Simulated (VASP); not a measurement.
Crystal: Cd3SeS2.

```
CELL_PARAMETERS angstrom
3.82872 0.00000 0.00000
0.00000 3.82872 0.00000
0.00000 0.00000 12.12368
ATOMIC_POSITIONS crystal
Cd 0.50000 0.50000 0.17872
Cd 0.50000 0.50000 0.50000
Cd 0.50000 0.50000 0.82128
Se 0.00000 0.00000 0.00000
S 0.00000 0.00000 0.33344
S 0.00000 0.00000 0.66656
```

- Program: VASP 6.6.1
- Task: relaxation of cell and atoms
- Functional: PBE
- Potentials or basis: VASP PAW PBE potentials, release 64 (Cd, Se, S)
- Cutoff: 600 eV
- k mesh: 4 × 4 × 2
- Occupations: gaussian, width 0.1 eV
- Spin: no spin polarisation

At the start: pressure -9.5 GPa; volume 29.62 Å³/atom.

Question: How do energy, volume and symmetry change on relaxing?

Answer: Over 10 steps the energy falls by 391.5 meV/atom and the volume is 20.89 Å³/atom (-29.5 %); space group P4/mmm (No. 123, to 0.05 Å).

Step by step:
```
step  energy change (eV)  largest force (eV/Å)  pressure (GPa)  volume (Å³)
   1              0.0000                0.3470           -9.54       177.72
   2             -2.1055                0.3324           -4.66       136.10
   3             -2.2904                0.3075           -0.41       125.37
   4             -2.2915                0.3042            0.12       124.36
   5             -2.3021                0.2762            0.13       124.34
   6             -2.3268                0.1945            0.22       124.26
   7             -2.3445                0.0990            0.57       124.10
   8             -2.3379                0.0807           -1.24       128.04
   9             -2.3474                0.0890           -0.10       125.47
  10             -2.3490                0.0289            0.02       125.35
```

Final structure:
```
Cd Se S
1.0
     3.40350    0.00000    0.00000
     0.00000    3.40350    0.00000
     0.00000    0.00000   10.82109
Cd Se S
3 1 2
Direct
  0.50000 0.50000 0.19676
  0.50000 0.50000 0.50000
  0.50000 0.50000 0.80324
  0.00000 0.00000 0.00000
  0.00000 0.00000 0.33723
  0.00000 0.00000 0.66277
```

Caveat: the k points lie up to 0.46 Å⁻¹ apart in the final cell; the volume moved by over 15 % at a fixed basis, so the end points are rough.
